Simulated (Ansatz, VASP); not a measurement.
TiC: VASP beside Ansatz

File INCAR:

```
SYSTEM = TiC
ALGO = Normal ; EDIFF = 1E-6
ENCUT = 520 ; GGA = PE
ISIF = 2 ; ISMEAR = 0
LASPH = .True. ; LCHARG = .False.
LREAL = .False. ; LWAVE = .False.
NBANDS = 15 ; NELM = 100
PREC = Accurate ; SIGMA = 0.1
```

KPOINTS

```
k-points
0
Gamma
  16 16 16
  0 0 0
```

The input POSCAR:

```
TiC
1.0
    0.0000000000      2.2363427245      2.2363427245
    2.2363427245      0.0000000000      2.2363427245
    2.2363427245      2.2363427245      0.0000000000
Ti C
1 1
Direct
    0.0000000000      0.0000000000      0.0000000000
    0.5000000000      0.5000000000      0.5000000000
```

Input for Ansatz:

```yaml
crystal:
  lattice:
    - [0.0, 2.2363427245, 2.2363427245]
    - [2.2363427245, 0.0, 2.2363427245]
    - [2.2363427245, 2.2363427245, 0.0]
  atoms:
    - { symbol: Ti, position: [0.0, 0.0, 0.0] }
    - { symbol: C, position: [0.5, 0.5, 0.5] }
basis:
  ecutwfc: 420
kpoints:
  mp_grid: { grid: [16, 16, 16] }
hamiltonian:
  xc: pbe
scf:
  occupations: { method: gaussian, width: 0.1 }
output:
  forces: true
  stress: true
  eigenvalues: true
```

Alike in both runs: task single point; functional PBE; k mesh 16 × 16 × 16; occupations gaussian, width 0.1 eV; no spin polarisation.

|  | VASP | Ansatz |
| --- | --- | --- |
| version | VASP 6.6.1 | Ansatz 0.2.0 |
| potentials or method | VASP PAW PBE potentials, release 64 (Ti_sv, C), cutoff 520 eV | scalar-relativistic, plane waves, PAW |
| valence electrons in the cell | 16 | 16 |

Ansatz gave:

| Quantity | Value |
| --- | --- |
| gap on the k mesh at the Fermi level (eV) | none |
| pressure (GPa) | -19.7 |

What did VASP give for the same quantities?

gap on the k mesh at the Fermi level (eV): none; pressure (GPa): -19.5.

A gap of «none» marks a metal or a gap that the smearing closes.
